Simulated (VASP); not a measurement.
Set up this calculation in VASP 6.6.1, as the native input.

* Task: single point
* Functional: PBE
* Potentials or basis: VASP PAW PBE potentials, release 64 (Hf_pv, Ge_d)
* Cutoff: 520 eV
* k mesh: 8 × 8 × 8
* Occupations: gaussian, width 0.05 eV
* Spin: no spin polarisation
* Dipole correction: no
* Further INCAR settings: ALGO = Normal; EDIFF = 1e-06; NBANDS = 34

The structure of HfGe3 lies in POSCAR:

```
HfGe3
1.0
    4.1893899931      0.0000000000      0.0000000000
    0.0000000000      4.1893899931      0.0000000000
    0.0000000000      0.0000000000      4.1893899931
Hf Ge
1 3
Direct
    0.0000000000      0.0000000000      0.0000000000
    0.0000000000      0.5000000000      0.5000000000
    0.5000000000      0.5000000000      0.0000000000
    0.5000000000      0.0000000000      0.5000000000
```

These files were run (other wordings do the same):

INCAR

```
SYSTEM = HfGe3
PREC = Accurate
ENCUT = 520
EDIFF = 1E-6
ISMEAR = 0
SIGMA = 0.05
LREAL = .FALSE.
LASPH = .TRUE.
NELM = 100
ALGO = Normal
ISIF = 2
LWAVE = .FALSE.
LCHARG = .FALSE.
GGA = PE
NBANDS = 34
```

KPOINTS

```
Automatic mesh
0
G
  8 8 8
  0 0 0
```

Potentials or basis: VASP PAW PBE potentials, release 64 (Hf_pv, Ge_d).

Command:

```bash
$ cat potpaw_PBE.64/Hf_pv/POTCAR potpaw_PBE.64/Ge_d/POTCAR > POTCAR
$ mpirun -np 1 vasp_std > vasp.out
```

It gave:

```yaml
Pressure: -0.3 GPa
Band_gap_on_the_k_mesh: zero (bands 26 and 27 overlap by 1.60 eV)
```

Caveat: spin-orbit coupling is left out, which moves the levels of the heavy elements.

Wall time 46 s on 1 thread of Intel(R) Xeon(R) 6975P-C (Granite Rapids), on a shared host, peak memory 0.22 GiB.
